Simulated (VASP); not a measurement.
Here is a VASP 6.6.1 calculation.

INCAR

```
  PREC = Accurate
  ENCUT = 520
  EDIFF = 1E-6
  ISMEAR = 0
  SIGMA = 0.1
  LREAL = False
  LASPH = True
  NELM = 60
  ALGO = Fast
  ISIF = 2
  LWAVE = False
  LCHARG = True
  GGA = PE
  LELF = True
  LVHAR = True
  NBANDS = 26
```

Contents of KPOINTS:

```
Automatic mesh
0
Gamma
  6 6 4
```

File POSCAR:

```
TaPb2
1.0
    5.3762446275      0.0000000000      0.0000000000
   -2.6881223137      4.6559644243      0.0000000000
    0.0000000000      0.0000000000      3.0082138519
Ta Pb
1 2
Direct
    0.0000000000      0.0000000000      0.0000000000
    0.3333333333      0.6666666667      0.5000000000
    0.6666666667      0.3333333333      0.5000000000
```

Potentials or basis: VASP PAW PBE potentials, release 64 (Ta_pv, Pb_d).

Run with:

```bash
$ cat potpaw_PBE.64/Ta_pv/POTCAR potpaw_PBE.64/Pb_d/POTCAR > POTCAR
$ mpirun -np 1 vasp_std > vasp.out
```

(1) Predict the pressure.

(2) What does it give for the band gap on the k mesh?

Results:

(1) -0.1 GPa.

(2) zero (an odd number of electrons rules out a gap without spin polarisation).

Caveat: the k points lie up to 0.52 Å⁻¹ apart, too coarse for converged energies and pressures of a metal; spin-orbit coupling is left out, which moves the levels of the heavy elements.
